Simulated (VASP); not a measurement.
# Cr (Im-3m) in VASP: further runs

Cr is run at these levels: PBEsol; tasks: single point.

Program: VASP 6.6.1. These are calculated values, not measurements. Logs are shortened: lines on timing, memory, paths and dates and some standing lists are left out, and cuts for length are marked.

## 1. The cell of the first run

It takes space group Im-3m (No. 229, cubic). The conventional cell has a = 2.884 Å, b = 2.884 Å, c = 2.884 Å, α = 90.00°, β = 90.00°, γ = 90.00°. Within 3.3 Å of Cr (site symmetry m-3m) lie 14 Cr at 2.50 to 2.88 Å.

## 2. Single point, PBEsol

The input, INCAR:

```
SYSTEM = Cr
PREC = Accurate
ENCUT = 520
EDIFF = 1E-6
ISMEAR = 0
SIGMA = 0.15
LREAL = .False.
LASPH = .True.
NELM = 80
ALGO = Normal
ISIF = 2
LWAVE = .False.
LCHARG = .False.
GGA = PS
NBANDS = 12
```

The input, KPOINTS:

```
Automatic mesh
0
Gamma
  24 24 24
  0 0 0
```

The input, POSCAR:

```
Cr
1.0
   -1.4419500000      1.4419500000      1.4419500000
    1.4419500000     -1.4419500000      1.4419500000
    1.4419500000      1.4419500000     -1.4419500000
Cr
1
Direct
    0.0000000000      0.0000000000      0.0000000000
```

Potentials or basis: VASP PAW PBE potentials, release 64 (Cr_pv).

Command:

```bash
> cat potpaw_PBE.64/Cr_pv/POTCAR > POTCAR
> mpirun -np 1 vasp_std > vasp.out
```

OUTCAR:

```text
SYSTEM = Cr
   PREC = Accurate
   ENCUT = 520
   EDIFF = 1E-6
   ISMEAR = 0
   LREAL = .False.
   LASPH = .True.
   NELM = 80
   ISIF = 2
   GGA = PS

 ion  position               nearest neighbor table
   1  0.000  0.000  0.000-

  LATTYP: Found a body centered cubic cell.
 ALAT       =     2.8839000000

  Lattice vectors:

 A1 = (  -1.4419500000,   1.4419500000,   1.4419500000)
 A2 = (   1.4419500000,  -1.4419500000,   1.4419500000)
 A3 = (   1.4419500000,   1.4419500000,  -1.4419500000)

Analysis of symmetry for initial positions (statically):
=====================================================================
 Subroutine PRICEL returns:
 Original cell was already a primitive cell.

 Routine SETGRP: Setting up the symmetry group for a
 body centered cubic supercell.

 Subroutine GETGRP returns: Found 48 space group operations
 (whereof 48 operations were pure point group operations)
 out of a pool of 48 trial point group operations.

The static configuration has the point symmetry O_h .

Analysis of symmetry for dynamics (positions and initial velocities):
=====================================================================
 Subroutine PRICEL returns:
 Original cell was already a primitive cell.

 Routine SETGRP: Setting up the symmetry group for a
 body centered cubic supercell.

 Subroutine GETGRP returns: Found 48 space group operations
 (whereof 48 operations were pure point group operations)
 out of a pool of 48 trial point group operations.

The dynamic configuration has the point symmetry O_h .

 Subroutine INISYM returns: Found 48 space group operations
 (whereof 48 operations are pure point group operations),
 and found     1 'primitive' translations

----------------------------------------------------------------------------------------

                                     Primitive cell

  volume of cell :      11.9925

  direct lattice vectors                    reciprocal lattice vectors
    -1.441950000  1.441950000  1.441950000     0.000000000  0.346752661  0.346752661
     1.441950000 -1.441950000  1.441950000     0.346752661  0.000000000  0.346752661
     1.441950000  1.441950000 -1.441950000     0.346752661  0.346752661  0.000000000

  length of vectors
     2.497530662  2.497530662  2.497530662     0.490382316  0.490382316  0.490382316

  position of ions in fractional coordinates (direct lattice)
     0.000000000  0.000000000  0.000000000

  ion indices of the primitive-cell ions
   primitive index   ion index
                 1           1

----------------------------------------------------------------------------------------

 KPOINTS: Automatic mesh

Automatic generation of k-mesh.
 Grid dimensions read from file:
 generate k-points for:   24   24   24

 Generating k-lattice:

  Cartesian coordinates                     Fractional coordinates (reciprocal lattice)
     0.000000000  0.014448028  0.014448028     0.041666667  0.000000000  0.000000000
     0.014448028  0.000000000  0.014448028     0.000000000  0.041666667  0.000000000
     0.014448028  0.014448028  0.000000000     0.000000000  0.000000000  0.041666667

  Length of vectors
     0.020432597  0.020432597  0.020432597

  Shift w.r.t. Gamma in fractional coordinates (k-lattice)
     0.000000000  0.000000000  0.000000000

 Subroutine IBZKPT returns following result:
 ===========================================

 Found    413 irreducible k-points:

 Following reciprocal coordinates:
            Coordinates               Weight
  0.000000  0.000000  0.000000      1.000000
  0.041667  0.000000  0.000000     12.000000
  0.083333  0.000000  0.000000     12.000000
  0.125000  0.000000  0.000000     12.000000
  0.166667  0.000000  0.000000     12.000000
  0.208333  0.000000  0.000000     12.000000
[... 16 lines left out ...]
  0.416667  0.041667  0.000000     48.000000
  0.458333  0.041667  0.000000     48.000000
 [... further k-points ...]
   k-points           NKPTS =    413   k-points in BZ     NKDIM =    413   number of bands    NBANDS=     12
   number of dos      NEDOS =    301   number of ions     NIONS =      1
   total plane-waves  NPLWV =   8000
   dimension x,y,z NGX =    20 NGY =   20 NGZ =   20
   dimension x,y,z NGXF=    40 NGYF=   40 NGZF=   40
   ions per type =               1
   NGX,Y,Z   is equivalent  to a cutoff of  13.31, 13.31, 13.31 a.u.
   NGXF,Y,Z  is equivalent  to a cutoff of  26.63, 26.63, 26.63 a.u.
 SYSTEM =  Cr
   PREC   = accura    normal or accurate (medium, high low for compatibility)
   ISTART =      0    job   : 0-new  1-cont  2-samecut
   ICHARG =      2    charge: 1-file 2-atom 10-const
   ISPIN  =      1    spin polarized calculation?
   LNONCOLLINEAR =      F non collinear calculations
   LSORBIT =      F    spin-orbit coupling
   LASPH  =      T    aspherical Exc in radial PAW
   ENCUT  =  520.0 eV  38.22 Ry    6.18 a.u.   4.64  4.64  4.64*2*pi/ulx,y,z
   NELM   =     80;   NELMIN=  2; NELMDL= -5     # of ELM steps
   EDIFF  = 0.1E-05   stopping-criterion for ELM
   LREAL  =      F    real-space projection
   EDIFFG = 0.1E-04   stopping-criterion for IOM
   NSW    =      0    number of steps for IOM
   IBRION =     -1    ionic relax: 0-MD 1-quasi-New 2-CG
   NFREE  =      0    steps in history (QN), initial steepest desc. (CG)
   ISIF   =      2    stress and relaxation
   ISYM   =      2    0-nonsym 1-usesym 2-fastsym
   POTIM  = 0.5000    time-step for ionic-motion
   TEBEG  =    0.0;   TEEND  =   0.0 temperature during run
   PSTRESS=    0.0 pullay stress
   NELECT =      12.0000    total number of electrons
   NUPDOWN=      -1.0000    fix difference up-down
   EMIN   =  10.00;   EMAX   =-10.00  energy-range for DOS
   EFERMI =   0.00;   METHOD = LEGACY
   ISMEAR =     0;   SIGMA  =   0.15  broadening in eV -4-tet -1-fermi 0-gaus
   EFERMI_NEDOS =   21; number of points for ismear=-14 and -15
   IALGO  =     38    algorithm
   IMIX   =      4    mixing-type and parameters
     AMIX     =   0.40;   BMIX     =  1.00
     AMIX_MAG =   1.60;   BMIX_MAG =  1.00
  volume/ion in A,a.u.               =      11.99        80.93
  Fermi-wavevector in a.u.,A,eV,Ry     =   1.637439  3.094310 36.480015  2.681205
  Thomas-Fermi vector in A             =   2.728578
   LORBIT       =      0    0 simple, 1 ext, 2 COOP (PROOUT), +10 PAW based schemes
   GGA     = PS    functional components
   LHFCALC =     F    Hartree Fock is set to
   AEXX    =    0.0000 exact exchange contribution
   IVDW    =     0    specifies the selected vdW correction
   LEPSILON=     F    determine dielectric tensor
   LRPA    =     F    only Hartree local field effects (RPA)
 non-spin polarized calculation
 Gauss-broadening in eV      SIGMA  =   0.15
  energy-cutoff  :      520.00
  volume of cell :       11.99
 maximum number of plane-waves:       339
   NGX =  9   NGY =  9   NGZ =  9

 number of electron      11.9999992 magnetization

 Free energy of the ion-electron system (eV)
  ---------------------------------------------------
  ext. energy  EPLUGINS =         0.00000000
  ---------------------------------------------------
  free energy    TOTEN  =       -10.19492889 eV

  energy without entropy =      -10.18755902  energy(sigma->0) =      -10.19124396

 E-fermi :  10.3060     XC(G=0): -13.6151

 val. band max:       10.3015186077   @ k =  -0.2500   0.2500   0.1250
 cond. band min:      10.3283003174   @ k =  -0.3333   0.3333   0.2083
 fundamental gap:      0.0267817098
 Fermi energy:        10.3059634170

 k-point     1 :       0.0000    0.0000    0.0000
  band No.  band energies     occupation
      1     -32.3367      2.00000
      2     -32.3367      2.00000
      3     -32.3367      2.00000
      4       2.5532      2.00000
      5       9.4335      2.00000
      6       9.4335      2.00000
      7       9.4335      2.00000
      8      11.3597      0.00000
      9      11.3597      0.00000
     10      17.3578      0.00000
     11      32.2974      0.00000
     12      32.2974      0.00000

 k-point     2 :       0.0417    0.0000    0.0000
  band No.  band energies     occupation
      1     -32.3514      2.00000
      2     -32.3413      2.00000
      3     -32.3368      2.00000
      4       2.6274      2.00000
      5       9.4052      2.00000
      6       9.4294      2.00000
      7       9.4830      2.00000
      8      11.3275      0.00000
      9      11.3617      0.00000
     10      17.3579      0.00000
     11      32.1044      0.00000
     12      32.2754      0.00000

 k-point     3 :       0.0833    0.0000    0.0000
  band No.  band energies     occupation
      1     -32.3942      2.00000
      2     -32.3545      2.00000
      3     -32.3370      2.00000
      4       2.8470      2.00000
      5       9.3231      2.00000
      6       9.4121      2.00000
      7       9.6295      2.00000
      8      11.2427      0.00000
      9      11.3680      0.00000
     10      17.3579      0.00000
     11      31.5472      0.00000
     12      32.1736      0.00000

 k-point     4 :       0.1250    0.0000    0.0000
  band No.  band energies     occupation
      1     -32.4619      2.00000
      2     -32.3755      2.00000
      3     -32.3374      2.00000
      4       3.2015      2.00000
      5       9.1947      2.00000
      6       9.3693      2.00000
      7       9.8677      1.99996
      8      11.1384      0.00000
      9      11.3800      0.00000
     10      17.3578      0.00000
     11      30.6688      0.00000
     12      31.9059      0.00000

 k-point     5 :       0.1667    0.0000    0.0000
  band No.  band energies     occupation
      1     -32.5493      2.00000
      2     -32.4028      2.00000
      3     -32.3379      2.00000
      4       3.6720      2.00000
      5       9.0314      2.00000
      6       9.2909      2.00000
      7      10.1881      1.73363
      8      11.0566      0.00000
      9      11.3993      0.00000
     10      17.3578      0.00000
     11      29.5167      0.00000
     12      31.4110      0.00000

 k-point     6 :       0.2083    0.0000    0.0000
  band No.  band energies     occupation
      1     -32.6501      2.00000
      2     -32.4345      2.00000
      3     -32.3385      2.00000
      4       4.2262      2.00000
      5       8.8466      2.00000
      6       9.1895      2.00000
      7      10.5770      0.01060
      8      11.0276      0.00000
      9      11.4272      0.00000
     10      17.3577      0.00000
     11      28.1529      0.00000
     12      30.7262      0.00000

 k-point     7 :       0.2500    0.0000    0.0000
  band No.  band energies     occupation
      1     -32.7571      2.00000
      2     -32.4683      2.00000
      3     -32.3391      2.00000
      4       4.8114      2.00000
      5       8.6543      2.00000
      6       9.1182      2.00000
      7      11.0160      0.00000
      8      11.0553      0.00000
      9      11.4638      0.00000
     10      17.3576      0.00000
     11      26.6549      0.00000
     12      29.9525      0.00000

 k-point     8 :       0.2917    0.0000    0.0000
  band No.  band energies     occupation
      1     -32.8628      2.00000
      2     -32.5020      2.00000
      3     -32.3398      2.00000
      4       5.3463      2.00000
      5       8.4677      2.00000
      6       9.1675      2.00000
      7      11.1240      0.00000
      8      11.4811      0.00000
      9      11.5075      0.00000
     10      17.3574      0.00000
     11      25.1030      0.00000
     12      29.1840      0.00000
[... 166 lines left out ...]
 k-point    20 :       0.2917    0.0417    0.0000
  band No.  band energies     occupation
      1     -32.9137      2.00000
      2     -32.5195      2.00000
      3     -32.3456      2.00000
      4       5.6119      2.00000
      5       8.3834      2.00000
      6       9.1995      2.00000
      7      11.1369      0.00000
      8      11.5630      0.00000
      9      11.7911      0.00000
     10      17.3573      0.00000
     11      24.3511      0.00000
     12      28.6798      0.00000

 k-point    21 :       0.3333    0.0417    0.0000
  band No.  band energies     occupation
      1     -33.0026      2.00000
      2     -32.5497      2.00000
      3     -32.3463      2.00000
      4       5.9096      2.00000
      5       8.2286      2.00000
      6       9.5564      2.00000
      7      11.2343      0.00000
      8      11.6176      0.00000
      9      12.2505      0.00000
     10      17.3569      0.00000
     11      22.8614      0.00000
     12      28.0566      0.00000

 k-point    22 :       0.3750    0.0417    0.0000
  band No.  band energies     occupation
      1     -33.0746      2.00000
      2     -32.5742      2.00000
      3     -32.3468      2.00000
      4       6.0388      2.00000
      5       8.1052      2.00000
      6      10.0806      1.96639
      7      11.3185      0.00000
      8      11.6837      0.00000
      9      12.6600      0.00000
     10      17.3563      0.00000
     11      21.5221      0.00000
     12      27.5601      0.00000

 k-point    23 :       0.4167    0.0417    0.0000
  band No.  band energies     occupation
      1     -33.1253      2.00000
      2     -32.5915      2.00000
      3     -32.3472      2.00000
      4       6.0717      2.00000
      5       8.0195      2.00000
      6      10.6007      0.00545
      7      11.3622      0.00000
      8      11.7733      0.00000
      9      12.9801      0.00000
     10      17.3554      0.00000
     11      20.4588      0.00000
     12      27.2154      0.00000

 k-point    24 :       0.4583    0.0417    0.0000
  band No.  band energies     occupation
      1     -33.1514      2.00000
      2     -32.6005      2.00000
      3     -32.3474      2.00000
      4       6.0724      2.00000
      5       7.9756      2.00000
      6      10.9272      0.00000
      7      11.3577      0.00000
      8      11.8607      0.00000
      9      13.1642      0.00000
     10      17.3545      0.00000
     11      19.8464      0.00000
     12      27.0390      0.00000

 [... further k-points ...]
[... 5 lines left out ...]
  --------------------------------------------------------------------------------------
  -------------------------------------------------------------------------------------
  Total       -1.3561044     -1.3561044     -1.3561044      0.0000000      0.0000000      0.0000000
  in kB     -181.1728491   -181.1728491   -181.1728491      0.0000000      0.0000000      0.0000000
  external PRESSURE =    -181.1728491 kB  Pullay stress =       0.0000000 kB

 VOLUME and BASIS-vectors are now :
 -----------------------------------------------------------------------------
  energy-cutoff  :      520.00
  volume of cell :       11.99
      direct lattice vectors                 reciprocal lattice vectors
    -1.441950000  1.441950000  1.441950000     0.000000000  0.346752661  0.346752661
     1.441950000 -1.441950000  1.441950000     0.346752661  0.000000000  0.346752661
     1.441950000  1.441950000 -1.441950000     0.346752661  0.346752661  0.000000000

 POSITION                                       TOTAL-FORCE (eV/Angst)
 -----------------------------------------------------------------------------------
      0.00000      0.00000      0.00000         0.000000      0.000000     -0.000000
 -----------------------------------------------------------------------------------
    total drift:                                0.000000     -0.000000      0.000000

  FREE ENERGIE OF THE ION-ELECTRON SYSTEM (eV)
  ---------------------------------------------------
  free  energy   TOTEN  =       -10.1949288894 eV

  energy  without entropy=      -10.1875590221  energy(sigma->0) =      -10.19124396
```

It took 19 s on 1 thread of Intel Xeon 6975P-C (Granite Rapids), shared host; peak memory 0.17 GiB.

What came out:

```
Free energy            : -10.1949 eV
Pressure               : -18.1 GPa
Band gap on the k mesh : zero (band 6 reaches 12.64 eV, above the bottom of band 7 at 9.43 eV)
```

Caveat: the PAW data sets were made with another functional, which shifts forces and pressure a little; the run has no spin polarisation, though such a crystal can be magnetic. Spin polarisation is off, so any magnetic state and its effect on volume and gap are missing.

## 3. Single point, PBEsol

The input, INCAR:

```
SYSTEM = Cr
ALGO = Fast
EDIFF = 1E-6
ENCUT = 520
GGA = PS
ISIF = 2
ISMEAR = 0
LASPH = .True.
LCHARG = .False.
LREAL = .False.
LWAVE = .False.
NBANDS = 12
NELM = 60
PREC = Accurate
SIGMA = 0.15
```

The input, KPOINTS:

```
k-points
0
Gamma
  26 26 26
  0 0 0
```

POSCAR is that of step 2.

Potentials or basis: VASP PAW PBE potentials, release 64 (Cr_pv).

Command:

```bash
> cat potpaw_PBE.64/Cr_pv/POTCAR > POTCAR
> mpirun -np 1 vasp_std > vasp.out
```

Run time: 28 s. Hardware: 1 thread of Intel Xeon 6975P-C (Granite Rapids), shared host; peak memory 0.19 GiB.

It converged, with:

```
Free energy            : -10.1939 eV
Pressure               : -18.1 GPa
Band gap on the k mesh : zero (band 6 reaches 12.64 eV, above the bottom of band 7 at 9.44 eV)
```

Levels at points of the mesh, in eV from the Fermi level:
```csv
k point,band 3,band 4,band 5,band 6,band 7,band 8,band 9,band 10
"(0.00, 0.00, 0.00)",-42.63,-7.74,-0.86,-0.86,-0.86,1.07,1.07,7.07
"(0.50, 0.00, 0.00)",-42.63,-4.26,-2.33,1.02,1.07,1.38,2.72,7.06
"(0.50, 0.50, 0.50)",-43.20,-4.11,-4.11,2.34,2.34,2.34,7.06,10.24
```

Caveat: the PAW data sets were made with another functional, which shifts forces and pressure a little; the run has no spin polarisation, though such a crystal can be magnetic.
